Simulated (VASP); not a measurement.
Input of a VASP 6.6.1 run:

Contents of POSCAR:

```
SiC
1.0
    0.0245041310      2.1781449820      2.1781449820
    2.2026491130      0.0000000000      2.2026491130
    2.1781449820      2.1781449820      0.0245041310
Si C
1 1
Direct
    0.0000000000      0.0000000000      0.0000000000
    0.7500000000      0.7500000000      0.7500000000
```

Contents of INCAR.step1:

```
ALGO = Normal ; EDIFF = 1E-4
ENCUT = 520 ; GGA = PE
ISMEAR = 0 ; LASPH = T
LCHARG = F ; LREAL = F
LWAVE = T ; NBANDS = 11
NELM = 80 ; PREC = Accurate
SIGMA = 0.05
```

File INCAR.step2:

```
ALGO = Normal ; EDIFF = 1E-6
ENCUT = 520 ; ISIF = 2
ISMEAR = 0 ; ISTART = 1
LASPH = T ; LCHARG = F
LMIXTAU = T ; LREAL = F
LWAVE = F ; METAGGA = R2SCAN
NBANDS = 11 ; NELM = 80
PREC = Accurate ; SIGMA = 0.05
```

Contents of KPOINTS:

```
k-points
0
Gamma
  10 10 10
```

Potentials or basis: VASP PAW PBE potentials, release 64 (Si, C).

The run is started by

```bash
$ cat potpaw_PBE.64/Si/POTCAR potpaw_PBE.64/C/POTCAR > POTCAR
$ cp INCAR.step1 INCAR
$ mpirun -np 1 vasp_std > vasp.out
$ cp INCAR.step2 INCAR
$ mpirun -np 1 vasp_std > vasp.out
```

**Question.** Predict the pressure.

**Answer.** 0.0 GPa.

**Question.** What does it give for the largest force?

**Answer.** 0.171 eV/Å.

**Question.** Predict the band gap on the k mesh.

**Answer.** 1.64 eV, indirect (least direct gap 4.86 eV).

Stress tensor (GPa, compression positive):
```
 0.02  0.00 -6.42
 0.00 -0.10  0.00
-6.42  0.00  0.02
```

Caveat: the cell differs from its parent crystal (strain +0.0225 x Voigt [0, 0, 0, 0, 1, 0]); the PAW data sets were made with another functional, which shifts forces and pressure a little. A k mesh can miss the band edges.
